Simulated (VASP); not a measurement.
# N2 in VASP: a series of runs

N2 is run at these levels: PBEsol; tasks: single point, relaxation of the atoms.

Program: VASP 6.6.1. These are calculated values, not measurements. Logs are shortened: lines on timing, memory, paths and dates and some standing lists are left out, and cuts for length are marked.

### Step 1. The cell of the first run

The cell holds a molecule in a box, 2 atoms: a = 12.000 Å, b = 12.300 Å, c = 12.600 Å, α = 90.00°, β = 90.00°, γ = 90.00°.

### Step 2. Single point, PBEsol

File INCAR:

```
PREC     = Accurate       # precision mode
ENCUT    = 520            # plane-wave cutoff, eV
EDIFF    = 1E-7           # SCF threshold, eV
ISMEAR   = -1             # smearing method
SIGMA    = 0.01           # smearing width, eV
LREAL    = False          # projectors in reciprocal space
LASPH    = True           # aspherical terms in the spheres
NELM     = 60             # most SCF steps
ALGO     = Normal         # electronic algorithm
ISIF     = 2              # what is computed and relaxed
LWAVE    = False          # write WAVECAR
LCHARG   = False          # write CHGCAR
GGA      = PS             # functional
NBANDS   = 12             # bands
```

File KPOINTS:

```
regular mesh
0
Gamma
  1 1 1
```

File POSCAR:

```
N
1.0
   12.0000000000      0.0000000000      0.0000000000
    0.0000000000     12.3000000000      0.0000000000
    0.0000000000      0.0000000000     12.6000000000
N
2
Direct
    0.5000000000      0.5000000000      0.4563492063
    0.5000000000      0.5000000000      0.5436507937
```

Potentials or basis: VASP PAW PBE potentials, release 64 (N).

The run is started by

```
$ cat potpaw_PBE.64/N/POTCAR > POTCAR
$ mpirun -np 1 vasp_gam > vasp.out
```

OUTCAR:

```text
PREC = Accurate
   ENCUT = 520
   EDIFF = 1E-7
   ISMEAR = -1
   LREAL = False
   LASPH = True
   NELM = 60
   ISIF = 2
   GGA = PS

 ion  position               nearest neighbor table
   1  0.500  0.500  0.456-   2 1.10
   2  0.500  0.500  0.544-   1 1.10

  LATTYP: Found a simple orthorhombic cell.
 ALAT       =    12.0000000000
 B/A-ratio  =     1.0250000000
 C/A-ratio  =     1.0500000000

  Lattice vectors:

 A1 = (  12.0000000000,   0.0000000000,   0.0000000000)
 A2 = (   0.0000000000,  12.3000000000,   0.0000000000)
 A3 = (   0.0000000000,   0.0000000000,  12.6000000000)

Analysis of symmetry for initial positions (statically):
=====================================================================
 Subroutine PRICEL returns:
 Original cell was already a primitive cell.

 Routine SETGRP: Setting up the symmetry group for a
 simple orthorhombic supercell.

 Subroutine GETGRP returns: Found  8 space group operations
 (whereof  8 operations were pure point group operations)
 out of a pool of  8 trial point group operations.

The static configuration has the point symmetry D_2h.

Analysis of symmetry for dynamics (positions and initial velocities):
=====================================================================
 Subroutine PRICEL returns:
 Original cell was already a primitive cell.

 Routine SETGRP: Setting up the symmetry group for a
 simple orthorhombic supercell.

 Subroutine GETGRP returns: Found  8 space group operations
 (whereof  8 operations were pure point group operations)
 out of a pool of  8 trial point group operations.

The dynamic configuration has the point symmetry D_2h.

 Subroutine INISYM returns: Found  8 space group operations
 (whereof  8 operations are pure point group operations),
 and found     1 'primitive' translations

----------------------------------------------------------------------------------------

                                     Primitive cell

  volume of cell :    1859.7600

  direct lattice vectors                    reciprocal lattice vectors
    12.000000000  0.000000000  0.000000000     0.083333333  0.000000000  0.000000000
     0.000000000 12.300000000  0.000000000     0.000000000  0.081300813  0.000000000
     0.000000000  0.000000000 12.600000000     0.000000000  0.000000000  0.079365079

  length of vectors
    12.000000000 12.300000000 12.600000000     0.083333333  0.081300813  0.079365079

  position of ions in fractional coordinates (direct lattice)
     0.500000000  0.500000000  0.456349206
     0.500000000  0.500000000  0.543650794

  ion indices of the primitive-cell ions
   primitive index   ion index
                 1           1
                 2           2

----------------------------------------------------------------------------------------

 KPOINTS: regular mesh

Automatic generation of k-mesh.
 Grid dimensions read from file:
 generate k-points for:    1    1    1

 Generating k-lattice:

  Cartesian coordinates                     Fractional coordinates (reciprocal lattice)
     0.083333333  0.000000000  0.000000000     1.000000000  0.000000000  0.000000000
     0.000000000  0.081300813  0.000000000     0.000000000  1.000000000  0.000000000
     0.000000000  0.000000000  0.079365079     0.000000000  0.000000000  1.000000000

  Length of vectors
     0.083333333  0.081300813  0.079365079

  Shift w.r.t. Gamma in fractional coordinates (k-lattice)
     0.000000000  0.000000000  0.000000000

 Subroutine IBZKPT returns following result:
 ===========================================

 Found      1 irreducible k-points:

 Following reciprocal coordinates:
            Coordinates               Weight
  0.000000  0.000000  0.000000      1.000000
   k-points           NKPTS =      1   k-points in BZ     NKDIM =      1   number of bands    NBANDS=     12
   number of dos      NEDOS =    301   number of ions     NIONS =      2
   total plane-waves  NPLWV = 829440
   dimension x,y,z NGX =    90 NGY =   96 NGZ =   96
   dimension x,y,z NGXF=   180 NGYF=  192 NGZF=  192
   ions per type =               2
   NGX,Y,Z   is equivalent  to a cutoff of  12.47, 12.98, 12.67 a.u.
   NGXF,Y,Z  is equivalent  to a cutoff of  24.94, 25.95, 25.33 a.u.
 SYSTEM =  unknown system
   PREC   = accura    normal or accurate (medium, high low for compatibility)
   ISTART =      0    job   : 0-new  1-cont  2-samecut
   ICHARG =      2    charge: 1-file 2-atom 10-const
   ISPIN  =      1    spin polarized calculation?
   LNONCOLLINEAR =      F non collinear calculations
   LSORBIT =      F    spin-orbit coupling
   LASPH  =      T    aspherical Exc in radial PAW
   ENCUT  =  520.0 eV  38.22 Ry    6.18 a.u.  22.31 22.87 23.43*2*pi/ulx,y,z
   NELM   =     60;   NELMIN=  2; NELMDL= -5     # of ELM steps
   EDIFF  = 0.1E-06   stopping-criterion for ELM
   LREAL  =      F    real-space projection
   EDIFFG = 0.1E-05   stopping-criterion for IOM
   NSW    =      0    number of steps for IOM
   IBRION =     -1    ionic relax: 0-MD 1-quasi-New 2-CG
   NFREE  =      0    steps in history (QN), initial steepest desc. (CG)
   ISIF   =      2    stress and relaxation
   ISYM   =      2    0-nonsym 1-usesym 2-fastsym
   POTIM  = 0.5000    time-step for ionic-motion
   TEBEG  =    0.0;   TEEND  =   0.0 temperature during run
   PSTRESS=    0.0 pullay stress
   NELECT =      10.0000    total number of electrons
   NUPDOWN=      -1.0000    fix difference up-down
   EMIN   =  10.00;   EMAX   =-10.00  energy-range for DOS
   EFERMI =   0.00;   METHOD = LEGACY
   ISMEAR =    -1;   SIGMA  =   0.01  broadening in eV -4-tet -1-fermi 0-gaus
   EFERMI_NEDOS =   21; number of points for ismear=-14 and -15
   IALGO  =     38    algorithm
   IMIX   =      4    mixing-type and parameters
     AMIX     =   0.40;   BMIX     =  1.00
     AMIX_MAG =   1.60;   BMIX_MAG =  1.00
  volume/ion in A,a.u.               =     929.88      6275.14
  Fermi-wavevector in a.u.,A,eV,Ry     =   0.286807  0.541986  1.119189  0.082258
  Thomas-Fermi vector in A             =   1.141954
   LORBIT       =      0    0 simple, 1 ext, 2 COOP (PROOUT), +10 PAW based schemes
   GGA     = PS    functional components
   LHFCALC =     F    Hartree Fock is set to
   AEXX    =    0.0000 exact exchange contribution
   IVDW    =     0    specifies the selected vdW correction
   LEPSILON=     F    determine dielectric tensor
   LRPA    =     F    only Hartree local field effects (RPA)
 non-spin polarized calculation
  energy-cutoff  :      520.00
  volume of cell :     1859.76
 maximum number of plane-waves:     25042
 NGX is ok and might be reduce to    90
   NGX = 45   NGY = 45   NGZ = 47

 number of electron      10.0000003 magnetization

 Free energy of the ion-electron system (eV)
  ---------------------------------------------------
  ext. energy  EPLUGINS =         0.00000000
  ---------------------------------------------------
  free energy    TOTEN  =       -17.05077080 eV

  energy without entropy =      -17.05077080  energy(sigma->0) =      -17.05077080

 E-fermi :  -9.7591     XC(G=0):  -0.3249

 val. band max:      -10.0875110773   @ k =   0.0000   0.0000   0.0000
 cond. band min:      -1.9003318655   @ k =   0.0000   0.0000   0.0000
 fundamental gap:      8.1871792119
 Fermi energy:        -9.7590647878

 k-point     1 :       0.0000    0.0000    0.0000
  band No.  band energies     occupation
      1     -28.2711      2.00000
      2     -13.2911      2.00000
      3     -11.5947      2.00000
      4     -11.5947      2.00000
      5     -10.0875      2.00000
      6      -1.9003      0.00000
      7      -1.9003      0.00000
      8      -0.1234      0.00000
      9       0.7785      0.00000
     10       0.7843      0.00000
     11       0.7997      0.00000
     12       0.8407      0.00000

------------------------ aborting loop because EDIFF is reached ----------------------------------------

  FORCE on cell =-STRESS in cart. coord.  units (eV):
  Direction    XX          YY          ZZ          XY          YZ          ZX
  --------------------------------------------------------------------------------------
  -------------------------------------------------------------------------------------
  Total       -0.0587224     -0.0597158      1.9596642      0.0000000      0.0000000      0.0000000
  in kB       -0.0505891     -0.0514450      1.6882445      0.0000000      0.0000000      0.0000000
  external PRESSURE =       0.5287368 kB  Pullay stress =       0.0000000 kB

 VOLUME and BASIS-vectors are now :
 -----------------------------------------------------------------------------
  energy-cutoff  :      520.00
  volume of cell :     1859.76
      direct lattice vectors                 reciprocal lattice vectors
    12.000000000  0.000000000  0.000000000     0.083333333  0.000000000  0.000000000
     0.000000000 12.300000000  0.000000000     0.000000000  0.081300813  0.000000000
     0.000000000  0.000000000 12.600000000     0.000000000  0.000000000  0.079365079

 POSITION                                       TOTAL-FORCE (eV/Angst)
 -----------------------------------------------------------------------------------
      6.00000      6.15000      5.75000         0.000000      0.000000     -1.862280
      6.00000      6.15000      6.85000         0.000000      0.000000      1.862280
 -----------------------------------------------------------------------------------
    total drift:                                0.000000     -0.000000      0.000000

  FREE ENERGIE OF THE ION-ELECTRON SYSTEM (eV)
  ---------------------------------------------------
  free  energy   TOTEN  =       -17.0507707998 eV

  energy  without entropy=      -17.0507707998  energy(sigma->0) =      -17.05077080
```

Wall time 3.2 min (1 thread of Intel Xeon 8259CL, shared host); peak memory 1.2 GiB.

Results:

| Item | Value |
| --- | --- |
| Free energy | -17.0508 eV |
| Largest force | 1.862 eV/Å |
| Gap between the frontier levels | 8.19 eV |

Forces on the atoms (eV/Å):
```
N    0.000  0.000 -1.862
N    0.000  0.000  1.862
```

Caveat: the standard files for N, O and F lose accuracy on very short bonds; the PAW data sets were made with another functional, which shifts forces and pressure a little.

### Step 3. Relaxation of the atoms, PBEsol

File INCAR:

```
SYSTEM = N
ALGO = Normal
EDIFF = 1E-6
EDIFFG = -0.01
ENCUT = 520
GGA = PS
IBRION = 2
ISIF = 2
ISMEAR = -1
LASPH = .TRUE.
LCHARG = .FALSE.
LREAL = .FALSE.
LWAVE = .FALSE.
NELM = 60
NSW = 80
PREC = Accurate
SIGMA = 0.01
```

File KPOINTS:

```
k-points
0
G
  1 1 1
  0 0 0
```

POSCAR is that of step 2.

Potentials or basis: VASP PAW PBE potentials, release 64 (N).

The run is started by

```
$ cat potpaw_PBE.64/N/POTCAR > POTCAR
$ mpirun -np 1 vasp_gam > vasp.out
```

Wall time 8.5 min (1 thread of Intel Xeon 8259CL, shared host); peak memory 1.5 GiB.

The run converged. Its results:

* Free energy: -17.0615 eV
* Energy gained by relaxing: 5.3 meV/atom
* Ionic steps: 4
* Largest force after relaxing: 0.006 eV/Å
* Gap between the frontier levels: 8.05 eV

Forces in eV/Å, atoms in the order of the input:
```
N    0.000  0.000  0.006
N    0.000  0.000 -0.006
```

Step by step:
```tsv
step	energy change (eV)	largest force (eV/Å)	pressure (GPa)
1	0.0000	1.8624	0.05
2	1.4159	13.6515	-0.50
3	-0.0106	0.1438	-0.01
4	-0.0107	0.0060	-0.01
```

Final structure:
```cif
data_structure
_symmetry_space_group_name_H-M 'P 1'
_symmetry_Int_Tables_number 1
_cell_length_a 12.0000
_cell_length_b 12.3000
_cell_length_c 12.6000
_cell_angle_alpha 90.000
_cell_angle_beta 90.000
_cell_angle_gamma 90.000
_cell_volume 1859.76
loop_
_atom_site_label
_atom_site_type_symbol
_atom_site_fract_x
_atom_site_fract_y
_atom_site_fract_z
_atom_site_occupancy
N1 N 0.50000 0.50000 0.45589 1
N2 N 0.50000 0.50000 0.54411 1
```

Levels at points of the mesh, in eV from the valence-band top:
```csv
k point,band 1,band 2,band 3,band 4,band 5,band 6,band 7,band 8,band 9
"(0.00, 0.00, 0.00)",-18.01,-3.29,-1.42,-1.42,0.00,8.05,8.05,9.95,10.85
```

Caveat: the standard files for N, O and F lose accuracy on very short bonds; the PAW data sets were made with another functional, which shifts forces and pressure a little.
